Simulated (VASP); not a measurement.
# NaPbF3 (Pm-3m) in VASP: relaxation of cell and atoms with PBEsol

Aim: the relaxation of cell and atoms of NaPbF3 with PBEsol.

All numbers are computed with VASP 6.6.1; they aren't measurements. Logs are shortened: lines on timing, memory, paths and dates and some standing lists are left out, and cuts for length are marked.

## 1. The cell of the first run

Symmetry: Pm-3m, No. 221, cubic system. Conventional cell: a = 3.906 Å, b = 3.906 Å, c = 3.906 Å, α = 90.00°, β = 90.00°, γ = 90.00°. Na (site symmetry m-3m) has 12 F at 2.76 Å and 8 Pb at 3.38 Å within 3.6 Å. Pb (site symmetry m-3m) has 6 F at 1.95 Å within 2.6 Å. F (site symmetry 4/mmm) has 2 Pb at 1.95 Å within 2.6 Å.

## 2. Relaxation of cell and atoms, PBEsol

File INCAR:

```
SYSTEM = NaPbF3
PREC     = Accurate       ! precision mode
ENCUT    = 970            ! plane-wave cutoff, eV
EDIFF    = 1E-7           ! SCF threshold, eV
ISMEAR   = -1             ! smearing method
SIGMA    = 0.03           ! smearing width, eV
LREAL    = .False.        ! projectors in reciprocal space
LASPH    = .True.         ! aspherical terms in the spheres
NELM     = 120            ! most SCF steps
ALGO     = Normal         ! electronic algorithm
ISIF     = 3              ! what is computed and relaxed
LWAVE    = .False.        ! write WAVECAR
LCHARG   = .False.        ! write CHGCAR
GGA      = PS             ! functional
IBRION   = 2              ! ionic algorithm
NSW      = 100            ! ionic steps
EDIFFG   = -0.01          ! ionic threshold
GGA_COMPAT= .False.      
NELMIN   = 4
```

File KPOINTS:

```
regular mesh
0
Gamma
  6 6 6
  0 0 0
```

File POSCAR:

```
NaPbF3
1.0
    3.9056177000      0.0000000000      0.0000000000
    0.0000000000      3.9056177000      0.0000000000
    0.0000000000      0.0000000000      3.9056177000
Na Pb F
1 1 3
Direct
    0.0000000000      0.0000000000      0.0000000000
    0.5000000000      0.5000000000      0.5000000000
    0.5000000000      0.5000000000      0.0000000000
    0.5000000000      0.0000000000      0.5000000000
    0.0000000000      0.5000000000      0.5000000000
```

Potentials or basis: VASP PAW PBE potentials, release 64 (Na_sv, Pb_d, F).

Launch:

```console
$ cat potpaw_PBE.64/Na_sv/POTCAR potpaw_PBE.64/Pb_d/POTCAR potpaw_PBE.64/F/POTCAR > POTCAR
$ mpirun -np 1 vasp_std > vasp.out
```

OUTCAR:

```text
SYSTEM = NaPbF3
   PREC = Accurate
   ENCUT = 970
   EDIFF = 1E-7
   ISMEAR = -1
   LREAL = .False.
   LASPH = .True.
   NELM = 120
   ISIF = 3
   GGA = PS
   IBRION = 2
   NSW = 100
   EDIFFG = -0.01
   NELMIN = 4

 ion  position               nearest neighbor table
   1  0.000  0.000  0.000-
   2  0.500  0.500  0.500-   3 1.95   4 1.95   5 1.95   3 1.95   4 1.95   5 1.95
   3  0.500  0.500  0.000-   2 1.95   2 1.95
   4  0.500  0.000  0.500-   2 1.95   2 1.95
   5  0.000  0.500  0.500-   2 1.95   2 1.95

  LATTYP: Found a simple cubic cell.
 ALAT       =     3.9056177000

  Lattice vectors:

 A1 = (   3.9056177000,   0.0000000000,   0.0000000000)
 A2 = (   0.0000000000,   3.9056177000,   0.0000000000)
 A3 = (   0.0000000000,   0.0000000000,   3.9056177000)

Analysis of symmetry for initial positions (statically):
=====================================================================
 Subroutine PRICEL returns:
 Original cell was already a primitive cell.

 Routine SETGRP: Setting up the symmetry group for a
 simple cubic supercell.

 Subroutine GETGRP returns: Found 48 space group operations
 (whereof 48 operations were pure point group operations)
 out of a pool of 48 trial point group operations.

The static configuration has the point symmetry O_h .

Analysis of symmetry for dynamics (positions and initial velocities):
=====================================================================
 Subroutine PRICEL returns:
 Original cell was already a primitive cell.

 Routine SETGRP: Setting up the symmetry group for a
 simple cubic supercell.

 Subroutine GETGRP returns: Found 48 space group operations
 (whereof 48 operations were pure point group operations)
 out of a pool of 48 trial point group operations.

The dynamic configuration has the point symmetry O_h .

 Subroutine INISYM returns: Found 48 space group operations
 (whereof 48 operations are pure point group operations),
 and found     1 'primitive' translations

----------------------------------------------------------------------------------------

                                     Primitive cell

  volume of cell :      59.5757

  direct lattice vectors                    reciprocal lattice vectors
     3.905617700  0.000000000  0.000000000     0.256041445  0.000000000  0.000000000
     0.000000000  3.905617700  0.000000000     0.000000000  0.256041445  0.000000000
     0.000000000  0.000000000  3.905617700     0.000000000  0.000000000  0.256041445

  length of vectors
     3.905617700  3.905617700  3.905617700     0.256041445  0.256041445  0.256041445

  position of ions in fractional coordinates (direct lattice)
     0.000000000  0.000000000  0.000000000
     0.500000000  0.500000000  0.500000000
     0.500000000  0.500000000  0.000000000
     0.500000000  0.000000000  0.500000000
     0.000000000  0.500000000  0.500000000

  ion indices of the primitive-cell ions
   primitive index   ion index
                 1           1
                 2           2
                 3           3
                 4           4
                 5           5

----------------------------------------------------------------------------------------

 KPOINTS: regular mesh

Automatic generation of k-mesh.
 Grid dimensions read from file:
 generate k-points for:    6    6    6

 Generating k-lattice:

  Cartesian coordinates                     Fractional coordinates (reciprocal lattice)
     0.042673574  0.000000000  0.000000000     0.166666667  0.000000000  0.000000000
     0.000000000  0.042673574  0.000000000     0.000000000  0.166666667  0.000000000
     0.000000000  0.000000000  0.042673574     0.000000000  0.000000000  0.166666667

  Length of vectors
     0.042673574  0.042673574  0.042673574

  Shift w.r.t. Gamma in fractional coordinates (k-lattice)
     0.000000000  0.000000000  0.000000000

 Subroutine IBZKPT returns following result:
 ===========================================

 Found     20 irreducible k-points:

 Following reciprocal coordinates:
            Coordinates               Weight
  0.000000  0.000000  0.000000      1.000000
  0.166667  0.000000  0.000000      6.000000
  0.333333  0.000000  0.000000      6.000000
  0.500000  0.000000  0.000000      3.000000
  0.166667  0.166667  0.000000     12.000000
  0.333333  0.166667  0.000000     24.000000
[... 12 lines left out ...]
  0.500000  0.500000  0.333333      6.000000
  0.500000  0.500000  0.500000      1.000000
   k-points           NKPTS =     20   k-points in BZ     NKDIM =     20   number of bands    NBANDS=     26
   number of dos      NEDOS =    301   number of ions     NIONS =      5
   total plane-waves  NPLWV =  64000
   dimension x,y,z NGX =    40 NGY =   40 NGZ =   40
   dimension x,y,z NGXF=    80 NGYF=   80 NGZF=   80
   ions per type =               1   1   3
   NGX,Y,Z   is equivalent  to a cutoff of  17.03, 17.03, 17.03 a.u.
   NGXF,Y,Z  is equivalent  to a cutoff of  34.05, 34.05, 34.05 a.u.
 SYSTEM =  NaPbF3
   PREC   = accura    normal or accurate (medium, high low for compatibility)
   ISTART =      0    job   : 0-new  1-cont  2-samecut
   ICHARG =      2    charge: 1-file 2-atom 10-const
   ISPIN  =      1    spin polarized calculation?
   LNONCOLLINEAR =      F non collinear calculations
   LSORBIT =      F    spin-orbit coupling
   LASPH  =      T    aspherical Exc in radial PAW
   ENCUT  =  970.0 eV  71.29 Ry    8.44 a.u.   9.92  9.92  9.92*2*pi/ulx,y,z
   NELM   =    120;   NELMIN=  4; NELMDL= -5     # of ELM steps
   EDIFF  = 0.1E-06   stopping-criterion for ELM
   LREAL  =      F    real-space projection
   EDIFFG = -.1E-01   stopping-criterion for IOM
   NSW    =    100    number of steps for IOM
   IBRION =      2    ionic relax: 0-MD 1-quasi-New 2-CG
   NFREE  =      1    steps in history (QN), initial steepest desc. (CG)
   ISIF   =      3    stress and relaxation
   ISYM   =      2    0-nonsym 1-usesym 2-fastsym
   POTIM  = 0.5000    time-step for ionic-motion
   TEBEG  =    0.0;   TEEND  =   0.0 temperature during run
   PSTRESS=    0.0 pullay stress
   NELECT =      44.0000    total number of electrons
   NUPDOWN=      -1.0000    fix difference up-down
   EMIN   =  10.00;   EMAX   =-10.00  energy-range for DOS
   EFERMI =   0.00;   METHOD = LEGACY
   ISMEAR =    -1;   SIGMA  =   0.03  broadening in eV -4-tet -1-fermi 0-gaus
   EFERMI_NEDOS =   21; number of points for ismear=-14 and -15
   IALGO  =     38    algorithm
   IMIX   =      4    mixing-type and parameters
     AMIX     =   0.40;   BMIX     =  1.00
     AMIX_MAG =   1.60;   BMIX_MAG =  1.00
  volume/ion in A,a.u.               =      11.92        80.41
  Fermi-wavevector in a.u.,A,eV,Ry     =   1.479799  2.796414 29.794097  2.189804
  Thomas-Fermi vector in A             =   2.593912
   LORBIT       =      0    0 simple, 1 ext, 2 COOP (PROOUT), +10 PAW based schemes
   GGA     = PS    functional components
   LHFCALC =     F    Hartree Fock is set to
   AEXX    =    0.0000 exact exchange contribution
   IVDW    =     0    specifies the selected vdW correction
   LEPSILON=     F    determine dielectric tensor
   LRPA    =     F    only Hartree local field effects (RPA)
 conjugate gradient relaxation of ions
 non-spin polarized calculation
  energy-cutoff  :      970.00
  volume of cell :       59.58
 maximum number of plane-waves:      4116
 NGX is ok and might be reduce to    40
   NGX = 19   NGY = 19   NGZ = 19

--------------------------------------- Ionic step        1  -------------------------------------------

 number of electron      43.9999971 magnetization

 Free energy of the ion-electron system (eV)
  ---------------------------------------------------
  ext. energy  EPLUGINS =         0.00000000
  ---------------------------------------------------
  free energy    TOTEN  =       -13.98757152 eV

  energy without entropy =      -13.98411524  energy(sigma->0) =      -13.98584338

 E-fermi :   9.8952     XC(G=0): -10.8135

 val. band max:        9.8732918116   @ k =   0.5000   0.3333   0.3333
 cond. band min:       9.9010712256   @ k =   0.5000   0.0000   0.0000
 fundamental gap:      0.0277794140
 Fermi energy:         9.8952352581

 k-point     1 :       0.0000    0.0000    0.0000
  band No.  band energies     occupation
      1     -45.7996      2.00000
      2     -20.0931      2.00000
      3     -19.5019      2.00000
      4     -19.5019      2.00000
      5     -17.8894      2.00000
      6     -17.8894      2.00000
[... 605 lines left out ...]
  energy  without entropy=      -13.9841152437  energy(sigma->0) =      -13.98584338

--------------------------------------- Ionic step        2  -------------------------------------------

 number of electron      44.0000020 magnetization

 E-fermi :  -0.5481     XC(G=0):  -6.6385

 val. band max:       -1.1671430536   @ k =   0.5000   0.5000   0.5000
 cond. band min:       1.9212173497   @ k =   0.5000   0.0000   0.0000
 fundamental gap:      3.0883604033
 Fermi energy:        -0.5480507350

 k-point     1 :       0.0000    0.0000    0.0000
  band No.  band energies     occupation
      1     -53.3922      2.00000
      2     -25.3445      2.00000
      3     -25.3445      2.00000
      4     -25.3445      2.00000
      5     -21.6201      2.00000
      6     -21.5505      2.00000
[... 640 lines left out ...]
  FREE ENERGIE OF THE ION-ELECTRON SYSTEM (eV)
  ---------------------------------------------------
  free  energy   TOTEN  =       -22.1754965895 eV

  energy  without entropy=      -22.1754965895  energy(sigma->0) =      -22.17549659

[... ionic steps 4 to 18 ...]

--------------------------------------- Ionic step       19  -------------------------------------------

 number of electron      44.0000059 magnetization

------------------------ aborting loop because EDIFF is reached ----------------------------------------

  FORCE on cell =-STRESS in cart. coord.  units (eV):
  Direction    XX          YY          ZZ          XY          YZ          ZX
  --------------------------------------------------------------------------------------
  -------------------------------------------------------------------------------------
  Total        0.0778030      0.0778030      0.0778030      0.0000000      0.0000000     -0.0000000
  in kB        1.1911288      1.1911288      1.1911288      0.0000000      0.0000000     -0.0000000
  external PRESSURE =       1.1911288 kB  Pullay stress =       0.0000000 kB
[... 63 lines left out ...]
  energy  without entropy=      -22.1845965614  energy(sigma->0) =      -22.18459656

--------------------------------------- Ionic step       21  -------------------------------------------

 number of electron      44.0000059 magnetization

 Free energy of the ion-electron system (eV)
  ---------------------------------------------------
  ext. energy  EPLUGINS =         0.00000000
  ---------------------------------------------------
  free energy    TOTEN  =       -22.18478549 eV

  energy without entropy =      -22.18478549  energy(sigma->0) =      -22.18478549

 E-fermi :   2.6441     XC(G=0):  -7.8561

 val. band max:        1.9657864432   @ k =   0.5000   0.5000   0.5000
 cond. band min:       3.7298957876   @ k =   0.0000   0.0000   0.0000
 fundamental gap:      1.7641093444
 Fermi energy:         2.6441275844

 k-point     1 :       0.0000    0.0000    0.0000
  band No.  band energies     occupation
      1     -51.4368      2.00000
      2     -23.4947      2.00000
      3     -23.4947      2.00000
      4     -23.4947      2.00000
      5     -21.1422      2.00000
      6     -20.9692      2.00000
[... 601 lines left out ...]
  FREE ENERGIE OF THE ION-ELECTRON SYSTEM (eV)
  ---------------------------------------------------
  free  energy   TOTEN  =       -22.1847854873 eV

  energy  without entropy=      -22.1847854873  energy(sigma->0) =      -22.18478549

 reached required accuracy - stopping structural energy minimisation
```

Wall time 4.8 min (1 thread of Intel Xeon 6975P-C (Granite Rapids), shared host); peak memory 0.3 GiB.

Results:

```yaml
Free_energy: -22.1848 eV
Relaxed_volume: 20.98 Å³/atom
Relaxed_cell: a = 4.716 Å, b = 4.716 Å, c = 4.716 Å, α = 90.00°, β = 90.00°, γ = 90.00°
Space_group_after_relaxing_to_0.1_Å: Pm-3m (No. 221)
Energy_gained_by_relaxing: 1639.4 meV/atom
Ionic_steps: 21
Pressure_after_relaxing: 0.0 GPa
Band_gap_on_the_k_mesh: 1.76 eV (least direct gap 3.03 eV)
```

Step by step:
| step | energy change (eV) | largest force (eV/Å) | pressure (GPa) | volume (Å³) |
| --- | --- | --- | --- | --- |
| 1 | 0.0000 | 0.0000 | 92.37 | 59.58 |
| 2 | -6.7100 | 0.0000 | -11.69 | 140.60 |
| 3 | -8.1879 | 0.0000 | 1.31 | 102.56 |
| 4 | -8.1971 | 0.0000 | -0.14 | 105.15 |
| 5 | -8.1961 | 0.0000 | 0.44 | 104.06 |
| 6 | -8.1961 | 0.0000 | 0.44 | 104.07 |
| 7 | -8.1962 | 0.0000 | 0.43 | 104.09 |
| 8 | -8.1962 | 0.0000 | 0.43 | 104.09 |
| 9 | -8.1962 | 0.0000 | 0.43 | 104.09 |
| 10 | -8.1962 | 0.0000 | 0.43 | 104.09 |
| 11 | -8.1962 | 0.0000 | 0.43 | 104.09 |
| 12 | -8.1962 | 0.0000 | 0.43 | 104.09 |
| 13 | -8.1962 | 0.0000 | 0.42 | 104.10 |
| 14 | -8.1962 | 0.0000 | 0.42 | 104.11 |
| 15 | -8.1963 | 0.0000 | 0.41 | 104.13 |
| 16 | -8.1963 | 0.0000 | 0.39 | 104.16 |
| 17 | -8.1965 | 0.0000 | 0.35 | 104.23 |
| 18 | -8.1968 | 0.0000 | 0.27 | 104.37 |
| 19 | -8.1971 | 0.0000 | 0.12 | 104.65 |
| 20 | -8.1970 | 0.0000 | -0.18 | 105.22 |
| 21 | -8.1972 | 0.0000 | 0.00 | 104.88 |

Final structure:
```
Na Pb F
1.0
     4.71584    0.00000    0.00000
     0.00000    4.71584    0.00000
     0.00000    0.00000    4.71584
Na Pb F
1 1 3
Direct
  0.00000 0.00000 0.00000
  0.50000 0.50000 0.50000
  0.50000 0.50000 0.00000
  0.50000 0.00000 0.50000
  0.00000 0.50000 0.50000
```

Caveat: the volume moved by over 15 % at a fixed basis, so the end points are rough; the PAW data sets were made with another functional, which shifts forces and pressure a little; spin-orbit coupling is left out, which moves the levels of the heavy elements.
